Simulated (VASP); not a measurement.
A run of VASP 6.6.1:

INCAR

```
ALGO = Normal
EDIFF = 1E-7
EDIFFG = -0.005
ENCUT = 600
GGA = PE
IBRION = 2
ISIF = 3
ISMEAR = -1
ISPIN = 2
LASPH = T
LCHARG = F
LMAXMIX = 4
LORBIT = 11
LREAL = F
LWAVE = F
MAGMOM = 2.5
NELM = 150
NSW = 32
PREC = Accurate
PSTRESS = -18.0
SIGMA = 0.1
```

File KPOINTS:

```
k-points
0
Gamma
  19 19 19
```

Contents of POSCAR:

```
Fe
1.0
   -1.4208592689      1.4208592689      1.4208592689
    1.4208592689     -1.4208592689      1.4208592689
    1.4208592689      1.4208592689     -1.4208592689
Fe
1
Direct
    0.0000000000      0.0000000000      0.0000000000
```

Potentials or basis: VASP PAW PBE potentials, release 64 (Fe).

The run is started by

```sh
$ cat potpaw_PBE.64/Fe/POTCAR > POTCAR
$ mpirun -np 1 vasp_std > vasp.out
```

Hardware: 1 thread of Intel(R) Xeon(R) 6975P-C (Granite Rapids), with other jobs on the host.

Question: How long does it take, and how much memory?

Answer: Wall time 38 s on 1 thread of Intel(R) Xeon(R) 6975P-C (Granite Rapids) (shared host), peak memory 0.17 GiB. Counts: scf iterations 26, k points 220, ion steps 3.
